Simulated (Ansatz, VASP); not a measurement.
# One calculation of Si2GeC3, two programs

```xyz
6
Lattice="4.5578 0.0000 0.0000 -2.2789 3.9471 0.0000 0.0000 0.0000 6.0786" Properties=species:S:1:pos:R:3 pbc="T T T"
Si    0.0000    2.6314    3.0393
Si    2.2789    1.3157    3.0393
Ge    0.0000    0.0000    0.0000
C     0.0000    0.0000    4.3412
C     0.0000    0.0000    1.7374
C     0.0000    0.0000    3.0393
```

Alike in both runs: task relaxation of cell and atoms; functional PBE; k mesh 12 × 12 × 6; occupations gaussian, width 0.1 eV; no spin polarisation.

```csv
,VASP,Ansatz
version,VASP 6.6.1,Ansatz 0.2.0
potentials or method,"VASP PAW PBE potentials, release 64 (Si, Ge_d, C), cutoff 600 eV","scalar-relativistic, plane waves, PAW"
valence electrons in the cell,34,34
```

VASP gave:

- gap on the k mesh at the Fermi level, each at its own relaxed structure (eV): none
- relaxed volume (Å³/atom): 18.62
- relaxed length of the cell vector where the two differ most in proportion (Å): 6.050

Problem. What did Ansatz give for the same quantities?

Solution. gap on the k mesh at the Fermi level, each at its own relaxed structure (eV): none; relaxed volume (Å³/atom): 18.65; relaxed length of the cell vector where the two differ most in proportion (Å): 6.059.

A gap of «none» marks a metal or a gap that the smearing closes.
